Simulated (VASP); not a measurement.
Runs of VASP 6.6.1 on HCl. The structure is that of space group R-3m (No. 166), or close to it. The cells are those of the table. 

| cell | gap on the mesh (eV) | pressure (GPa) |
| --- | --- | --- |
| a = 3.783 Å, angles 63.2°, 2 atoms | none | -10.3 |
| a = 4.876 Å, angles 38.9°, 2 atoms | none | (a) |
| a = 3.476 Å, angles 82.7°, 2 atoms | none | (b) |
| a = 4.446 Å, angles 45.7°, 2 atoms | none | -8.9 |
| a = 3.690 Å, angles 67.3°, 2 atoms | none | -10.1 |
| a = 3.977 Å, angles 56.6°, 2 atoms | none | -10.3 |
| a = 5.322 Å, angles 33.6°, 2 atoms | none | -6.5 |
| a = 4.143 Å, angles 52.2°, 2 atoms | none | -9.9 |

Alike in all rows: task single point; level PBEsol; potentials or basis VASP PAW PBE potentials, release 64 (H, Cl); no spin polarisation; k mesh 16 × 16 × 16; cutoff (eV) 520; smearing gaussian 0.15 eV.

Problem. Estimate the missing entries.

Solution. (a) -7.4; (b) -8.4.

Caveats: the cell stands under tension; the PAW data sets were made with another functional, which shifts forces and pressure a little.

A gap of «none» marks levels without a gap at the run's occupations.
